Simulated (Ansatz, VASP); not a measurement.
# One calculation of MgO, two programs

```xyz
4
Lattice="3.4488 0.0000 0.0000 -1.7244 2.9868 0.0000 0.0000 0.0000 4.1430" Properties=species:S:1:pos:R:3 pbc="T T T"
Mg    0.0000    1.9912    1.0358
Mg    1.7244    0.9956    3.1073
O     1.7244    0.9956    1.0358
O     0.0000    1.9912    3.1073
```

Alike in both runs: task single point; functional r2SCAN; k mesh 9 × 9 × 6; no spin polarisation.

|  | VASP | Ansatz |
| --- | --- | --- |
| version | VASP 6.6.1 | Ansatz 0.2.0 |
| potentials or method | VASP PAW PBE potentials, release 64 (Mg, O) | plane waves, PAW |
| plane-wave cutoff (eV) | 520 | 500 |
| occupations | gaussian, width 0.01 eV | fixed |
| valence electrons in the cell | 16 | 32 |

VASP gave:

* gap on the k mesh at the Fermi level (eV): 4.24
* pressure (GPa): 3.7
* traceless stress, the component that is largest in VASP (GPa): -0.02

Problem. Which values does Ansatz return?

Solution. gap on the k mesh at the Fermi level (eV): 4.26; pressure (GPa): 4.5; traceless stress, the component that is largest in VASP (GPa): 0.19.

VASP's potentials were made for PBE, not for r2SCAN. VASP's potentials hold 16 valence electrons a cell and Ansatz's 32, so a difference there can come from the potentials and not from the codes.
